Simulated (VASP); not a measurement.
Be18S, 19 atoms in the cell. The cell holds a slab with vacuum, 19 atoms: a = 4.580 Å, b = 6.870 Å, c = 16.588 Å, α = 90.00°, β = 90.00°, γ = 60.00°. 

* Program: VASP 6.6.1
* Task: single point
* Functional: r2SCAN
* Dispersion: D3(BJ)
* Potentials or basis: VASP PAW PBE potentials, release 64 (Be, S)
* Cutoff: 520 eV
* k mesh: 5 × 4 × 1
* Occupations: gaussian, width 0.05 eV
* Spin: no spin polarisation
* Dipole correction: no
* Further INCAR settings: LREAL = Auto; ALGO = Normal; EDIFF = 1e-06; NBANDS = 36

Potentials or basis: VASP PAW PBE potentials, release 64 (Be, S).

The run is started by

```sh
$ cat potpaw_PBE.64/Be/POTCAR potpaw_PBE.64/S/POTCAR > POTCAR
$ cp INCAR.step1 INCAR
$ mpirun -np 1 vasp_std > vasp.out
$ cp INCAR.step2 INCAR
$ mpirun -np 1 vasp_std > vasp.out
```

Hardware: 1 thread of Intel(R) Xeon(R) 6975P-C (Granite Rapids), on a shared host.

Task: Estimate the wall time of this run.

Result: Run time: 17 min on 1 thread of Intel(R) Xeon(R) 6975P-C (Granite Rapids) (shared host), peak memory 0.64 GiB. Counts: k points 11.
